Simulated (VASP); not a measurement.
Wanted: the native input for a VASP 6.6.1 run.

* Task: single point
* Functional: PBE
* Potentials or basis: VASP PAW PBE potentials, release 64 (P)
* Cutoff: 520 eV
* k mesh: 6 × 6 × 4
* Occupations: gaussian, width 0.1 eV
* Spin: no spin polarisation
* Dipole correction: no
* Further INCAR settings: ALGO = Normal; EDIFF = 1e-06; NBANDS = 18

The structure of P lies in POSCAR:

```
P
1.0
    4.2791653088      0.0000000000      0.0000000000
   -2.1395826544      3.7058658645      0.0000000000
    0.0000000000      0.0000000000      7.0606227596
P
4
Direct
    0.3333333333      0.6666666667      0.4375000000
    0.6666666667      0.3333333333      0.9375000000
    0.6666666667      0.3333333333      0.5625000000
    0.3333333333      0.6666666667      0.0625000000
```

This isn't the form of P at room conditions, which is orthorhombic.

The input as run:

INCAR

```
SYSTEM = P
ALGO     = Normal         ! electronic algorithm
EDIFF    = 1E-6           ! SCF threshold, eV
ENCUT    = 520            ! plane-wave cutoff, eV
GGA      = PE             ! functional
ISIF     = 2              ! what is computed and relaxed
ISMEAR   = 0              ! smearing method
LASPH    = .True.         ! aspherical terms in the spheres
LCHARG   = .True.         ! write CHGCAR
LELF     = .True.         ! ELF
LREAL    = .False.        ! projectors in reciprocal space
LVHAR    = .True.       
LWAVE    = .False.        ! write WAVECAR
NBANDS   = 18             ! bands
NELM     = 80             ! most SCF steps
PREC     = Accurate       ! precision mode
SIGMA    = 0.1            ! smearing width, eV
```

KPOINTS

```
k-points
0
Gamma
  6 6 4
  0 0 0
```

Potentials or basis: VASP PAW PBE potentials, release 64 (P).

Run with:

```console
$ cat potpaw_PBE.64/P/POTCAR > POTCAR
$ mpirun -np 1 vasp_std > vasp.out
```

It gave:

| Property | Result |
| --- | --- |
| Pressure | -8.7 GPa |
| Largest force | 0.160 eV/Å |
| Band gap on the k mesh | zero (bands 10 and 11 overlap by 0.18 eV) |

Caveat: the cell stands under tension.

It took 57 s on 1 thread of Intel Xeon 8259CL (shared host), peak memory 0.19 GiB.
